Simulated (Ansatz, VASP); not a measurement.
**Two plane-wave programs on Mg2Si**

```
CELL_PARAMETERS angstrom
0.00000 3.19550 3.19550
3.19550 0.00000 3.19550
3.19550 3.19550 0.00000
ATOMIC_POSITIONS crystal
Mg 0.25000 0.25000 0.25000
Mg 0.75000 0.75000 0.75000
Si 0.00000 0.00000 0.00000
```

Alike in both runs: task single point; functional PBEsol; k mesh 6 × 6 × 6; occupations gaussian, width 0.1 eV; no spin polarisation.

|  | VASP | Ansatz |
| --- | --- | --- |
| version | VASP 6.6.1 | Ansatz 0.2.0 |
| potentials or method | VASP PAW PBE potentials, release 64 (Mg, Si), cutoff 600 eV | scalar-relativistic, plane waves, PAW |
| valence electrons in the cell | 8 | 24 |

|  | VASP | Ansatz | Ansatz less VASP |
| --- | --- | --- | --- |
| gap on the k mesh at the Fermi level (eV) | 0.14 | 0.14 | +0.002 |
| least direct gap on the mesh (eV) | 1.70 | 1.69 | -0.009 |
| pressure (GPa) | -1.7 | -1.7 | +0.04 |

VASP's potentials were made for PBE, not for PBEsol. VASP's potentials hold 8 valence electrons a cell and Ansatz's 24, so a difference there can come from the potentials and not from the codes.
